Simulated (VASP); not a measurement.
Input of a VASP 6.6.1 run:

The input POSCAR:

```
La3ScAs4
1.0
    6.0615536798      0.0000000000      0.0000000000
    0.0000000000      6.0615536798      0.0000000000
    0.0000000000      0.0000000000      6.0615536798
Sc As La
1 4 3
Direct
    0.0000000000      0.0000000000      0.0000000000
    0.5000000000      0.5000000000      0.5000000000
    0.0000000000      0.0000000000      0.5000000000
    0.0000000000      0.5000000000      0.0000000000
    0.5000000000      0.0000000000      0.0000000000
    0.5000000000      0.5000000000      0.0000000000
    0.5000000000      0.0000000000      0.5000000000
    0.0000000000      0.5000000000      0.5000000000
```

The input INCAR.step1:

```
SYSTEM = La3ScAs4
ALGO = Normal ; EDIFF = 1E-4
ENCUT = 520 ; GGA = PE
ISMEAR = -1 ; LASPH = .TRUE.
LCHARG = .FALSE. ; LREAL = .FALSE.
LWAVE = .TRUE. ; NBANDS = 42
NELM = 60 ; PREC = Accurate
SIGMA = 0.02
```

File INCAR.step2:

```
SYSTEM = La3ScAs4
ALGO = Normal ; EDIFF = 1E-6
ENCUT = 520 ; ISIF = 2
ISMEAR = -1 ; ISTART = 1
LASPH = .TRUE. ; LCHARG = .FALSE.
LMIXTAU = .TRUE. ; LREAL = .FALSE.
LWAVE = .FALSE. ; METAGGA = R2SCAN
NBANDS = 42 ; NELM = 60
PREC = Accurate ; SIGMA = 0.02
```

KPOINTS

```
k-points
0
G
  4 4 4
  0 0 0
```

Potentials or basis: VASP PAW PBE potentials, release 64 (Sc_sv, As, La).

Command:

```sh
$ cat potpaw_PBE.64/Sc_sv/POTCAR potpaw_PBE.64/As/POTCAR potpaw_PBE.64/La/POTCAR > POTCAR
$ cp INCAR.step1 INCAR
$ mpirun -np 1 vasp_std > vasp.out
$ cp INCAR.step2 INCAR
$ mpirun -np 1 vasp_std > vasp.out
```

Problem. Estimate the pressure.

Solution. -0.1 GPa.

Problem. What does it give for the band gap on the k mesh?

Solution. 0.10 eV.

Caveat: semilocal functionals underestimate gaps, and a narrow one can read as zero; the PAW data sets were made with another functional, which shifts forces and pressure a little; spin-orbit coupling is left out, which moves the levels of the heavy elements. A k mesh can miss the band edges.
